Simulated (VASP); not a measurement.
A run of VASP 6.6.1:

Contents of INCAR:

```
SYSTEM = HgTe
  ALGO = Normal
  EDIFF = 1E-6
  ENCUT = 520
  GGA = PE
  ISIF = 2
  ISMEAR = -1
  LASPH = .True.
  LCHARG = .False.
  LREAL = .False.
  LWAVE = .False.
  NBANDS = 16
  NELM = 100
  PREC = Accurate
  SIGMA = 0.02
```

File KPOINTS:

```
k-points
0
Gamma
  6 6 6
  0 0 0
```

POSCAR

```
HgTe
1.0
    0.0000000000      3.3300000000      3.3300000000
    3.3300000000      0.0000000000      3.3300000000
    3.3300000000      3.3300000000      0.0000000000
Hg Te
1 1
Direct
    0.0000000000      0.0000000000      0.0000000000
    0.2500000000      0.2500000000      0.2500000000
```

Potentials or basis: VASP PAW PBE potentials, release 64 (Hg, Te).

Command:

```sh
$ cat potpaw_PBE.64/Hg/POTCAR potpaw_PBE.64/Te/POTCAR > POTCAR
$ mpirun -np 1 vasp_std > vasp.out
```

Hardware: 1 thread of AMD EPYC 9R45 96-Core Processor (Zen 5) (shared host).

Task: Estimate the wall time of this run.

Result: Wall time 13 s on 1 thread of AMD EPYC 9R45 96-Core Processor (Zen 5), with other jobs on the host, peak memory 0.18 GiB. Counts: scf iterations 12, k points 16.
